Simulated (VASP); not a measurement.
# NbH2 (Fm-3m) in VASP: further runs, part 2 of 2

VASP 6.6.1. Earlier steps stand in the parts before.

## (5) Electric field gradients, LDA (volume scaled by 0.96)

The input, INCAR:

```
ALGO = Normal
EDIFF = 1E-8
ENCUT = 520
ISIF = 2
ISMEAR = -1
LASPH = T
LCHARG = F
LEFG = T
LREAL = F
LWAVE = F
NBANDS = 14
NELM = 80
PREC = Accurate
SIGMA = 0.03
```

The input, KPOINTS:

```
k-points
0
Gamma
  15 15 15
```

The input, POSCAR:

```
NbH2
1.0
    0.0000000000      2.2506651390      2.2506651390
    2.2506651390      0.0000000000      2.2506651390
    2.2506651390      2.2506651390      0.0000000000
Nb H
1 2
Direct
    0.0000000000      0.0000000000      0.0000000000
    0.2500000000      0.2500000000      0.2500000000
    0.7500000000      0.7500000000      0.7500000000
```

Potentials or basis: VASP PAW LDA potentials, release 64 (Nb_sv, H).

Run with:

```bash
$ cat potpaw_LDA.64/Nb_sv/POTCAR potpaw_LDA.64/H/POTCAR > POTCAR
$ mpirun -np 1 vasp_std > vasp.out
```

OUTCAR:

```text
EDIFF = 1E-8
   ENCUT = 520
   ISIF = 2
   ISMEAR = -1
   LASPH = T
   LREAL = F
   NELM = 80
   PREC = Accurate

 ion  position               nearest neighbor table
   1  0.000  0.000  0.000-   3 1.95   3 1.95   3 1.95   2 1.95   2 1.95   2 1.95   3 1.95   2 1.95

   2  0.250  0.250  0.250-   1 1.95   1 1.95   1 1.95   1 1.95
   3  0.750  0.750  0.750-   1 1.95   1 1.95   1 1.95   1 1.95

  LATTYP: Found a face centered cubic cell.
 ALAT       =     4.5013302780

  Lattice vectors:

 A1 = (   0.0000000000,   2.2506651390,   2.2506651390)
 A2 = (   2.2506651390,   0.0000000000,   2.2506651390)
 A3 = (   2.2506651390,   2.2506651390,   0.0000000000)

Analysis of symmetry for initial positions (statically):
=====================================================================
 Subroutine PRICEL returns:
 Original cell was already a primitive cell.

 Routine SETGRP: Setting up the symmetry group for a
 face centered cubic supercell.

 Subroutine GETGRP returns: Found 48 space group operations
 (whereof 48 operations were pure point group operations)
 out of a pool of 48 trial point group operations.

The static configuration has the point symmetry O_h .

Analysis of symmetry for dynamics (positions and initial velocities):
=====================================================================
 Subroutine PRICEL returns:
 Original cell was already a primitive cell.

 Routine SETGRP: Setting up the symmetry group for a
 face centered cubic supercell.

 Subroutine GETGRP returns: Found 48 space group operations
 (whereof 48 operations were pure point group operations)
 out of a pool of 48 trial point group operations.

The dynamic configuration has the point symmetry O_h .

 Subroutine INISYM returns: Found 48 space group operations
 (whereof 48 operations are pure point group operations),
 and found     1 'primitive' translations

----------------------------------------------------------------------------------------

                                     Primitive cell

  volume of cell :      22.8015

  direct lattice vectors                    reciprocal lattice vectors
     0.000000000  2.250665139  2.250665139    -0.222156549  0.222156549  0.222156549
     2.250665139  0.000000000  2.250665139     0.222156549 -0.222156549  0.222156549
     2.250665139  2.250665139  0.000000000     0.222156549  0.222156549 -0.222156549

  length of vectors
     3.182921164  3.182921164  3.182921164     0.384786430  0.384786430  0.384786430

  position of ions in fractional coordinates (direct lattice)
     0.000000000  0.000000000  0.000000000
     0.250000000  0.250000000  0.250000000
     0.750000000  0.750000000  0.750000000

  ion indices of the primitive-cell ions
   primitive index   ion index
                 1           1
                 2           2
                 3           3

----------------------------------------------------------------------------------------

 KPOINTS: k-points
[... 90 lines left out ...]
  Fermi-wavevector in a.u.,A,eV,Ry     =   1.423807  2.690605 27.582078  2.027226
  Thomas-Fermi vector in A             =   2.544365
   LORBIT       =      0    0 simple, 1 ext, 2 COOP (PROOUT), +10 PAW based schemes
   GGA     = CA    functional components
   LHFCALC =     F    Hartree Fock is set to
   AEXX    =    0.0000 exact exchange contribution
   IVDW    =     0    specifies the selected vdW correction
   LEPSILON=     F    determine dielectric tensor
   LRPA    =     F    only Hartree local field effects (RPA)
 non-spin polarized calculation
  energy-cutoff  :      520.00
  volume of cell :       22.80
 maximum number of plane-waves:       628
   NGX = 11   NGY = 11   NGZ = 11

 number of electron      14.9999997 magnetization

 Free energy of the ion-electron system (eV)
  ---------------------------------------------------
  ext. energy  EPLUGINS =         0.00000000
  ---------------------------------------------------
  free energy    TOTEN  =       -19.28505365 eV

  energy without entropy =      -19.28192843  energy(sigma->0) =      -19.28349104

 E-fermi :  10.2921     XC(G=0): -12.4406

 val. band max:       10.2876202355   @ k =  -0.4667   0.2667   0.1333
 cond. band min:      10.2931368612   @ k =  -0.4000   0.2667   0.0667
 fundamental gap:      0.0055166257
 Fermi energy:        10.2921307537

 k-point     1 :       0.0000    0.0000    0.0000
  band No.  band energies     occupation
      1     -44.7512      2.00000
      2     -20.6508      2.00000
      3     -20.6508      2.00000
      4     -20.6508      2.00000
      5      -0.5472      2.00000
      6       8.8537      2.00000
      7       8.8537      2.00000
      8       8.8537      2.00000
      9       9.2334      2.00000
     10      11.6174      0.00000
     11      11.6174      0.00000
     12      22.9609      0.00000
     13      23.8160      0.00000
     14      23.8160      0.00000
[... 377 lines left out ...]
      1     -44.7143      2.00000
      2     -20.8884      2.00000
      3     -20.7180      2.00000
      4     -20.7132      2.00000
      5       0.5507      2.00000
      6       5.4289      2.00000
      7       9.4594      2.00000
      8       9.5105      2.00000
      9      10.4266      0.02238
     10      11.9580      0.00000
     11      13.8567      0.00000
     12      20.2020      0.00000
     13      24.2741      0.00000
     14      24.4112      0.00000

 [... further k-points ...]

------------------------ aborting loop because EDIFF is reached ----------------------------------------

  FORCE on cell =-STRESS in cart. coord.  units (eV):
  Direction    XX          YY          ZZ          XY          YZ          ZX
  --------------------------------------------------------------------------------------
  -------------------------------------------------------------------------------------
  Total       -0.1354376     -0.1354376     -0.1354376      0.0000000      0.0000000      0.0000000
  in kB       -9.5167172     -9.5167172     -9.5167172      0.0000000      0.0000000      0.0000000
  external PRESSURE =      -9.5167172 kB  Pullay stress =       0.0000000 kB

 VOLUME and BASIS-vectors are now :
 -----------------------------------------------------------------------------
  energy-cutoff  :      520.00
  volume of cell :       22.80
      direct lattice vectors                 reciprocal lattice vectors
     0.000000000  2.250665139  2.250665139    -0.222156549  0.222156549  0.222156549
     2.250665139  0.000000000  2.250665139     0.222156549 -0.222156549  0.222156549
     2.250665139  2.250665139  0.000000000     0.222156549  0.222156549 -0.222156549

 POSITION                                       TOTAL-FORCE (eV/Angst)
 -----------------------------------------------------------------------------------
      0.00000      0.00000      0.00000         0.000000     -0.000000     -0.000000
      1.12533      1.12533      1.12533        -0.000000      0.000000     -0.000000
      3.37600      3.37600      3.37600         0.000000     -0.000000      0.000000
 -----------------------------------------------------------------------------------
    total drift:                               -0.000000      0.000000      0.000000

  FREE ENERGIE OF THE ION-ELECTRON SYSTEM (eV)
  ---------------------------------------------------
  free  energy   TOTEN  =       -19.2850536548 eV

  energy  without entropy=      -19.2819284343  energy(sigma->0) =      -19.28349104

 Electric field gradients (V/A^2)
---------------------------------------------------------------------
 ion       V_xx      V_yy      V_zz      V_xy      V_xz      V_yz
---------------------------------------------------------------------
   1       0.000    -0.000     0.000    -0.000    -0.000    -0.000
   2       0.000    -0.000    -0.000    -0.001    -0.001    -0.001
   3       0.000    -0.000    -0.000    -0.001    -0.001    -0.001
---------------------------------------------------------------------

 Electric field gradients after diagonalization (V/A^2)
 (convention: |V_zz| > |V_xx| > |V_yy|)
----------------------------------------------------------------------
 ion       V_xx      V_yy      V_zz     asymmetry (V_yy - V_xx)/ V_zz
----------------------------------------------------------------------
   1       0.000     0.000    -0.000       0.000
   2       0.001     0.001    -0.002       0.000
   3       0.001     0.001    -0.002       0.000
----------------------------------------------------------------------

           NMR quadrupolar parameters

 Cq : quadrupolar parameter    Cq=e*Q*V_zz/h
 eta: asymmetry parameters     (V_yy - V_xx)/ V_zz
 Q  : nuclear electric quadrupole moment in mb (millibarn)
----------------------------------------------------------------------
 ion       Cq(MHz)       eta       Q (mb)
----------------------------------------------------------------------
   1      -0.000       0.000       1.000
   2      -0.000       0.000       1.000
   3      -0.000       0.000       1.000
----------------------------------------------------------------------
```

OSZICAR:

```text
N       E                     dE             d eps       ncg     rms          rms(c)
DAV:   1     0.127399241554E+03    0.12740E+03   -0.77570E+03  3368   0.105E+03
DAV:   2    -0.147607084588E+02   -0.14216E+03   -0.13423E+03  3942   0.393E+02
DAV:   3    -0.203287755664E+02   -0.55681E+01   -0.52243E+01  4900   0.702E+01
DAV:   4    -0.206874449599E+02   -0.35867E+00   -0.35728E+00  4634   0.156E+01
DAV:   5    -0.206968000396E+02   -0.93551E-02   -0.93526E-02  4924   0.232E+00    0.978E+00
DAV:   6    -0.194470823345E+02    0.12497E+01   -0.13435E+00  5412   0.143E+01    0.313E+00
DAV:   7    -0.192888261052E+02    0.15826E+00   -0.35427E-01  5830   0.589E+00    0.779E-01
DAV:   8    -0.192850106412E+02    0.38155E-02   -0.29845E-02  4938   0.222E+00    0.355E-01
DAV:   9    -0.192851795577E+02   -0.16892E-03   -0.28758E-03  5644   0.543E-01    0.811E-02
DAV:  10    -0.192850531376E+02    0.12642E-03   -0.25943E-04  3824   0.139E-01    0.131E-02
DAV:  11    -0.192850546709E+02   -0.15333E-05   -0.20086E-05  4954   0.419E-02    0.826E-03
DAV:  12    -0.192850536918E+02    0.97916E-06   -0.17445E-06  5044   0.176E-02    0.227E-03
DAV:  13    -0.192850536529E+02    0.38895E-07   -0.19671E-07  5206   0.575E-03    0.492E-04
DAV:  14    -0.192850536548E+02   -0.19645E-08   -0.40000E-09  2204   0.581E-04
   1 F= -.19285054E+02 E0= -.19283491E+02  d E =-.312522E-02
```

Wall time 37 s (1 thread of AMD EPYC 7R13 (Zen 3), shared host); peak memory 0.13 GiB.

What came out:

| Quantity | Value |
| --- | --- |
| Free energy | -19.2851 eV |
| Pressure | -1.0 GPa |

Levels at points of the mesh, in eV from the Fermi level:
```
           k point  band 4  band 5  band 6  band 7  band 8  band 9  band 10  band 11  band 12  band 13
(0.00, 0.00, 0.00)  -30.94  -10.84   -1.44   -1.44   -1.44   -1.06     1.33     1.33    12.67    13.52
```

Caveat: without QUAD_EFG the Cq values of the log hold for a quadrupole moment of 1 mb, not for the nuclei.

## (6) Overview

| task | cell | k mesh for the DOS | occupations for the DOS | gap on the mesh (eV) | pressure (GPa) |
| --- | --- | --- | --- | --- | --- |
| electric field gradients | a = 3.227 Å, angles 60.0°, 3 atoms | - | - | none | -8.3 |
| density of states | a = 3.227 Å, angles 60.0°, 3 atoms | 23 × 23 × 23 | tetrahedron | - | - |
| electric field gradients | a = 3.183 Å, angles 60.0°, 3 atoms | - | - | none | -1.0 |

Alike in all rows: level LDA; potentials or basis VASP PAW LDA potentials, release 64 (Nb_sv, H); no spin polarisation; k mesh 15 × 15 × 15; cutoff (eV) 520; smearing fermi-dirac 0.03 eV.

Absolute energies hang on the potentials; compare differences alone.
